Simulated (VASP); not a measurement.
# Na4H in VASP: a series of runs

Na4H is run at these levels: PBE; tasks: single point.

Everything below comes from runs of VASP 6.6.1. Logs are shortened: lines on timing, memory, paths and dates and some standing lists are left out, and cuts for length are marked.

## Step 1: The cell of the first run

The cell holds a slab with vacuum, 10 atoms: a = 7.267 Å, b = 7.267 Å, c = 20.967 Å, α = 90.00°, β = 90.00°, γ = 109.47°.

## Step 2: Single point, PBE

Input file INCAR:

```
PREC = Accurate
ENCUT = 400
EDIFF = 1E-6
ISMEAR = 0
SIGMA = 0.1
LREAL = F
LASPH = T
NELM = 120
ALGO = Normal
ISIF = 2
LWAVE = F
LCHARG = F
LDIPOL = T
IDIPOL = 3
DIPOL = 0.5 0.5 0.280
GGA = PE
NBANDS = 40
GGA_COMPAT = F
NELMDL = -8
```

Input file KPOINTS:

```
regular mesh
0
Gamma
  4 4 1
```

Input file POSCAR:

```
Na4H
1.0
    7.2665054626      0.0000000000      0.0000000000
   -2.4221684875      6.8509270508      0.0000000000
    0.0000000000      0.0000000000     20.9665384335
Na H
8 2
Direct
    0.2500000000      0.2500000000      0.1907801811
    0.2500000000      0.7500000000      0.1907801811
    0.7500000000      0.2500000000      0.1907801811
    0.7500000000      0.7500000000      0.1907801811
    0.0000000000      0.0000000000      0.3322693660
    0.0000000000      0.5000000000      0.3322693660
    0.5000000000      0.0000000000      0.3322693660
    0.5000000000      0.5000000000      0.3322693660
    0.0637974121      0.3333333333      0.3537321364
    0.2695359212      0.3333333333      0.3537321364
```

Potentials or basis: VASP PAW PBE potentials, release 64 (Na_pv, H).

Command:

```
$ cat potpaw_PBE.64/Na_pv/POTCAR potpaw_PBE.64/H/POTCAR > POTCAR
$ mpirun -np 1 vasp_std > vasp.out
```

OUTCAR:

```text
PREC = Accurate
   ENCUT = 400
   EDIFF = 1E-6
   ISMEAR = 0
   LREAL = F
   LASPH = T
   NELM = 120
   ISIF = 2
   GGA = PE
   NELMDL = -8

 ion  position               nearest neighbor table
   1  0.250  0.250  0.191-
   2  0.250  0.750  0.191-
   3  0.750  0.250  0.191-
   4  0.750  0.750  0.191-
   5  0.000  0.000  0.332-
   6  0.000  0.500  0.332-   9 1.50
   7  0.500  0.000  0.332-
   8  0.500  0.500  0.332-  10 1.77
   9  0.064  0.333  0.354-   6 1.50
  10  0.270  0.333  0.354-   8 1.77

  LATTYP: Found a base centered orthorhombic cell.
 ALAT       =     8.3906377698
 B/A-ratio  =     1.4142135624
 C/A-ratio  =     2.4988015225

  Lattice vectors:

 A1 = (   7.2665054626,   0.0000000000,   0.0000000000)
 A2 = (  -2.4221684875,   6.8509270508,   0.0000000000)
 A3 = (   0.0000000000,   0.0000000000,  20.9665384335)

Analysis of symmetry for initial positions (statically):
=====================================================================
 Subroutine PRICEL returns:
 Original cell was already a primitive cell.

 Routine SETGRP: Setting up the symmetry group for a
 base centered orthorhombic supercell.

 Subroutine GETGRP returns: Found  1 space group operations
 (whereof  1 operations were pure point group operations)
 out of a pool of  8 trial point group operations.

The static configuration has the point symmetry C_1 .

Analysis of symmetry for dynamics (positions and initial velocities):
=====================================================================
 Subroutine PRICEL returns:
 Original cell was already a primitive cell.

 Routine SETGRP: Setting up the symmetry group for a
 base centered orthorhombic supercell.

 Subroutine GETGRP returns: Found  1 space group operations
 (whereof  1 operations were pure point group operations)
 out of a pool of  8 trial point group operations.

The dynamic configuration has the point symmetry C_1 .

 Subroutine INISYM returns: Found  1 space group operations
 (whereof  1 operations are pure point group operations),
 and found     1 'primitive' translations

----------------------------------------------------------------------------------------

                                     Primitive cell

  volume of cell :    1043.7625

  direct lattice vectors                    reciprocal lattice vectors
     7.266505463  0.000000000  0.000000000     0.137617732  0.048655216  0.000000000
    -2.422168488  6.850927051  0.000000000     0.000000000  0.145965647  0.000000000
     0.000000000  0.000000000 20.966538433     0.000000000  0.000000000  0.047695045

  length of vectors
     7.266505463  7.266505463 20.966538433     0.145965647  0.145965647  0.047695045

  position of ions in fractional coordinates (direct lattice)
     0.250000000  0.250000000  0.190780181
     0.250000000  0.750000000  0.190780181
     0.750000000  0.250000000  0.190780181
     0.750000000  0.750000000  0.190780181
     0.000000000  0.000000000  0.332269366
     0.000000000  0.500000000  0.332269366
     0.500000000  0.000000000  0.332269366
     0.500000000  0.500000000  0.332269366
     0.063797412  0.333333333  0.353732136
     0.269535921  0.333333333  0.353732136

  ion indices of the primitive-cell ions
   primitive index   ion index
                 1           1
                 2           2
                 3           3
                 4           4
                 5           5
                 6           6
                 7           7
                 8           8
                 9           9
                10          10

----------------------------------------------------------------------------------------

 KPOINTS: regular mesh

Automatic generation of k-mesh.
 Grid dimensions read from file:
 generate k-points for:    4    4    1

 Generating k-lattice:

  Cartesian coordinates                     Fractional coordinates (reciprocal lattice)
     0.034404433  0.012163804  0.000000000     0.250000000  0.000000000  0.000000000
     0.000000000  0.036491412  0.000000000     0.000000000  0.250000000  0.000000000
     0.000000000  0.000000000  0.047695045     0.000000000  0.000000000  1.000000000

  Length of vectors
     0.036491412  0.036491412  0.047695045

  Shift w.r.t. Gamma in fractional coordinates (k-lattice)
     0.000000000  0.000000000  0.000000000

 Subroutine IBZKPT returns following result:
 ===========================================

 Found     10 irreducible k-points:

 Following reciprocal coordinates:
            Coordinates               Weight
  0.000000  0.000000  0.000000      1.000000
  0.250000 -0.000000  0.000000      2.000000
  0.000000  0.250000  0.000000      2.000000
  0.500000 -0.000000  0.000000      1.000000
  0.000000  0.500000  0.000000      1.000000
  0.250000  0.250000  0.000000      2.000000
  0.500000  0.250000  0.000000      2.000000
  0.250000  0.500000  0.000000      2.000000
 -0.250000  0.250000  0.000000      2.000000
  0.500000  0.500000  0.000000      1.000000
   k-points           NKPTS =     10   k-points in BZ     NKDIM =     10   number of bands    NBANDS=     40
   number of dos      NEDOS =    301   number of ions     NIONS =     10
   total plane-waves  NPLWV = 322560
   dimension x,y,z NGX =    48 NGY =   48 NGZ =  140
   dimension x,y,z NGXF=    96 NGYF=   96 NGZF=  280
   ions per type =               8   2
   NGX,Y,Z   is equivalent  to a cutoff of  10.98, 10.98, 11.10 a.u.
   NGXF,Y,Z  is equivalent  to a cutoff of  21.96, 21.96, 22.20 a.u.
 SYSTEM =  unknown system
   PREC   = accura    normal or accurate (medium, high low for compatibility)
   ISTART =      0    job   : 0-new  1-cont  2-samecut
   ICHARG =      2    charge: 1-file 2-atom 10-const
   ISPIN  =      1    spin polarized calculation?
   LNONCOLLINEAR =      F non collinear calculations
   LSORBIT =      F    spin-orbit coupling
   LASPH  =      T    aspherical Exc in radial PAW
   ENCUT  =  400.0 eV  29.40 Ry    5.42 a.u.  11.85 11.85 34.19*2*pi/ulx,y,z
   NELM   =    120;   NELMIN=  2; NELMDL= -8     # of ELM steps
   EDIFF  = 0.1E-05   stopping-criterion for ELM
   LREAL  =      F    real-space projection
   EDIFFG = 0.1E-04   stopping-criterion for IOM
   NSW    =      0    number of steps for IOM
   IBRION =     -1    ionic relax: 0-MD 1-quasi-New 2-CG
   NFREE  =      0    steps in history (QN), initial steepest desc. (CG)
   ISIF   =      2    stress and relaxation
   ISYM   =      2    0-nonsym 1-usesym 2-fastsym
   POTIM  = 0.5000    time-step for ionic-motion
   TEBEG  =    0.0;   TEEND  =   0.0 temperature during run
   PSTRESS=    0.0 pullay stress
   NELECT =      58.0000    total number of electrons
   NUPDOWN=      -1.0000    fix difference up-down
   EMIN   =  10.00;   EMAX   =-10.00  energy-range for DOS
   EFERMI =   0.00;   METHOD = LEGACY
   ISMEAR =     0;   SIGMA  =   0.10  broadening in eV -4-tet -1-fermi 0-gaus
   EFERMI_NEDOS =   21; number of points for ismear=-14 and -15
   IALGO  =     38    algorithm
   IMIX   =      4    mixing-type and parameters
     AMIX     =   0.40;   BMIX     =  1.00
     AMIX_MAG =   1.60;   BMIX_MAG =  1.00
  volume/ion in A,a.u.               =     104.38       704.37
  Fermi-wavevector in a.u.,A,eV,Ry     =   0.624717  1.180545  5.309971  0.390272
  Thomas-Fermi vector in A             =   1.685372
   LORBIT       =      0    0 simple, 1 ext, 2 COOP (PROOUT), +10 PAW based schemes
   GGA     = PE    functional components
   LHFCALC =     F    Hartree Fock is set to
   AEXX    =    0.0000 exact exchange contribution
   IVDW    =     0    specifies the selected vdW correction
   LEPSILON=     F    determine dielectric tensor
   LRPA    =     F    only Hartree local field effects (RPA)
 non-spin polarized calculation
 Gauss-broadening in eV      SIGMA  =   0.10
  energy-cutoff  :      400.00
  volume of cell :     1043.76
 maximum number of plane-waves:     19038
   NGX = 23   NGY = 23   NGZ = 69

 number of electron      57.9999956 magnetization

 dipolmoment           0.000000      0.000000      0.015045 electrons x Angstroem

 Free energy of the ion-electron system (eV)
  ---------------------------------------------------
  ext. energy  EPLUGINS =         0.00000000
  ---------------------------------------------------
  free energy    TOTEN  =       -13.40236017 eV

  energy without entropy =      -13.38204365  energy(sigma->0) =      -13.39220191

 E-fermi :  -1.9707     XC(G=0):  -2.5524

 val. band max:       -1.9772150842   @ k =   0.2500   0.5000   0.0000
 cond. band min:      -1.9358005529   @ k =   0.5000  -0.0000   0.0000
 fundamental gap:      0.0414145313
 Fermi energy:        -1.9707197645

 k-point     1 :       0.0000    0.0000    0.0000
  band No.  band energies     occupation
      1     -27.1720      2.00000
      2     -27.1591      2.00000
      3     -27.1505      2.00000
      4     -27.1490      2.00000
      5     -27.1330      2.00000
      6     -27.1247      2.00000
[... 32 lines left out ...]
     39       0.6889      0.00000
     40       0.8564      0.00000

 k-point     2 :       0.2500   -0.0000    0.0000
  band No.  band energies     occupation
      1     -27.1720      2.00000
      2     -27.1589      2.00000
      3     -27.1503      2.00000
      4     -27.1490      2.00000
      5     -27.1327      2.00000
      6     -27.1242      2.00000
[... 333 lines left out ...]
     39       1.1415      0.00000
     40       1.1516      0.00000

 k-point    10 :       0.5000    0.5000    0.0000
  band No.  band energies     occupation
      1     -27.1720      2.00000
      2     -27.1588      2.00000
      3     -27.1500      2.00000
      4     -27.1489      2.00000
      5     -27.1309      2.00000
      6     -27.1234      2.00000
[... 32 lines left out ...]
     39       1.3474      0.00000
     40       1.4947      0.00000

------------------------ aborting loop because EDIFF is reached ----------------------------------------

 vacuum level on the upper side and lower side of the slab       (xc-potential included)        -0.056        -0.119

  FORCE on cell =-STRESS in cart. coord.  units (eV):
  Direction    XX          YY          ZZ          XY          YZ          ZX
  --------------------------------------------------------------------------------------
  -------------------------------------------------------------------------------------
  Total        2.1192251      2.4362803      0.1458700     -1.6234742     -2.1280343      0.4715017
  in kB        3.2530144      3.7396947      0.2239107     -2.4920359     -3.2665366      0.7237559
  external PRESSURE =       2.4055400 kB  Pullay stress =       0.0000000 kB

 VOLUME and BASIS-vectors are now :
 -----------------------------------------------------------------------------
  energy-cutoff  :      400.00
  volume of cell :     1043.76
      direct lattice vectors                 reciprocal lattice vectors
     7.266505463  0.000000000  0.000000000     0.137617732  0.048655216  0.000000000
    -2.422168488  6.850927051  0.000000000     0.000000000  0.145965647  0.000000000
     0.000000000  0.000000000 20.966538433     0.000000000  0.000000000  0.047695045

 POSITION                                       TOTAL-FORCE (eV/Angst)
 -----------------------------------------------------------------------------------
      1.21108      1.71273      4.00000         0.025650      0.010535      0.019185
      0.00000      5.13820      4.00000         0.011115      0.028933      0.006655
      4.84434      1.71273      4.00000        -0.002478     -0.012608     -0.039085
      3.63325      5.13820      4.00000        -0.018899      0.002329      0.029327
      0.00000      0.00000      6.96654         0.015762      0.353319      0.068245
     -1.21108      3.42546      6.96654        -2.192141      3.051552     -1.150065
      3.63325      0.00000      6.96654        -0.034575      0.115270     -0.015106
      2.42217      3.42546      6.96654         1.046101      0.988269     -0.345581
     -0.34381      2.28364      7.41654         2.248074     -3.366818      1.168904
      1.15119      2.28364      7.41654        -1.098609     -1.170782      0.257522
 -----------------------------------------------------------------------------------
    total drift:                               -0.000059     -0.000103     -0.001893

  FREE ENERGIE OF THE ION-ELECTRON SYSTEM (eV)
  ---------------------------------------------------
  free  energy   TOTEN  =       -13.4023601712 eV

  energy  without entropy=      -13.3820436510  energy(sigma->0) =      -13.39220191

 vacuum level on the upper side and lower side of the slab         0.965         0.889
```

Wall time 13 min (1 thread of Oxide Virtual Turin-like, shared host); peak memory 0.71 GiB.

Results:

| Item | Value |
| --- | --- |
| Free energy | -13.4024 eV |
| Largest force | 4.214 eV/Å |
| Band gap on the k mesh | zero (bands 29 and 30 overlap by 0.72 eV) |

Forces in eV/Å, atoms in the order of the input:
```
Na   0.026  0.011  0.019
Na   0.011  0.029  0.007
Na  -0.002 -0.013 -0.039
Na  -0.019  0.002  0.029
Na   0.016  0.353  0.068
Na  -2.192  3.052 -1.150
Na  -0.035  0.115 -0.015
Na   1.046  0.988 -0.346
H    2.248 -3.367  1.169
H   -1.099 -1.171  0.258
```

## Step 3: Single point, PBE

Input file INCAR:

```
SYSTEM = Na4H
ALGO = Normal ; DIPOL = 0.5 0.5 0.286
EDIFF = 1E-6 ; ENCUT = 400
GGA = PE ; GGA_COMPAT = .FALSE.
IDIPOL = 3 ; ISIF = 2
ISMEAR = 0 ; LASPH = .TRUE.
LCHARG = .TRUE. ; LDIPOL = .TRUE.
LELF = .TRUE. ; LREAL = .FALSE.
LVACPOTAV = .TRUE. ; LVHAR = .TRUE.
LWAVE = .FALSE. ; NBANDS = 40
NELM = 120 ; NELMDL = -8
PREC = Accurate ; SIGMA = 0.1
```

Input file KPOINTS:

```
k-points
0
G
  4 4 1
  0 0 0
```

Edit POSCAR of step 2 so:

```diff
@@ -16,3 +16,3 @@
     0.5000000000      0.5000000000      0.3322693660
-    0.0637974121      0.3333333333      0.3537321364
-    0.2695359212      0.3333333333      0.3537321364
+    0.0637974121      0.3333333333      0.3842569654
+    0.2695359212      0.3333333333      0.3842569654
```

Potentials or basis: VASP PAW PBE potentials, release 64 (Na_pv, H).

Command:

```
$ cat potpaw_PBE.64/Na_pv/POTCAR potpaw_PBE.64/H/POTCAR > POTCAR
$ mpirun -np 1 vasp_std > vasp.out
```

It took 17 min on 1 thread of Oxide Virtual Turin-like, shared host; peak memory 0.7 GiB.

The run converged. Its results:

* Free energy: -14.1379 eV
* Largest force: 1.504 eV/Å
* Band gap on the k mesh: zero (bands 29 and 30 overlap by 0.73 eV)

Forces in eV/Å, atoms in the order of the input:
```
Na   0.033 -0.005 -0.036
Na   0.011  0.027  0.023
Na  -0.016 -0.015 -0.034
Na  -0.020  0.003  0.036
Na   0.007  0.348  0.192
Na  -0.515  0.737 -0.616
Na  -0.021  0.124  0.055
Na   0.246  0.209 -0.105
H    0.942 -1.029  0.562
H   -0.668 -0.400 -0.076
```

Levels at points of the mesh, in eV from the Fermi level:
```csv
k point,band 27,band 28,band 29,band 30,band 31,band 32
"(0.00, 0.00, 0.00)",-0.63,-0.33,0.46,0.49,0.65,0.80
"(0.50, 0.00, 0.00)",-1.63,-0.61,0.05,0.14,0.65,0.85
"(0.00, 0.50, 0.00)",-1.59,-0.44,-0.23,0.13,0.68,0.70
"(0.50, 0.50, 0.00)",-1.41,-0.73,-0.46,-0.28,0.52,0.66
```

The gap in the log of VASP goes by the Fermi energy; the results here count the filled bands.